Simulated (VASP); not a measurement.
Here is a VASP 6.6.1 calculation.

File INCAR:

```
SYSTEM = Te
PREC = Accurate
ENCUT = 600
EDIFF = 1E-6
ISMEAR = -1
SIGMA = 0.05
LREAL = .FALSE.
LASPH = .TRUE.
NELM = 100
ALGO = Normal
ISIF = 3
LWAVE = .FALSE.
LCHARG = .FALSE.
GGA = CA
IBRION = 2
NSW = 32
EDIFFG = -0.005
PSTRESS = 4500.0
```

The input KPOINTS:

```
Automatic mesh
0
G
  14 14 14
  0 0 0
```

POSCAR

```
Te
1.0
    1.2456394393     -0.7191702656      4.0648537568
    0.0000000000      1.4383405312      4.0648537568
   -1.2456394393     -0.7191702656      4.0648537568
Te
2
Direct
    0.2500000714      0.2500000714      0.2500000714
   -0.2500000714     -0.2500000714     -0.2500000714
```

Potentials or basis: VASP PAW LDA potentials, release 64 (Te).

Command:

```console
$ cat potpaw_LDA.64/Te/POTCAR > POTCAR
$ mpirun -np 1 vasp_std > vasp.out
```

(1) Estimate the relaxed cell.

(2) Predict the relaxed volume.

(3) Estimate the space group after relaxing (to 0.05 Å).

Results:

(1) a = 4.326 Å, b = 4.326 Å, c = 4.326 Å, α = 33.57°, β = 33.57°, γ = 33.57°.

(2) 11.02 Å³/atom.

(3) Fm-3m (No. 225).

Caveat: the cell is relaxed towards a set pressure, so the enthalpy falls and the energy may rise.
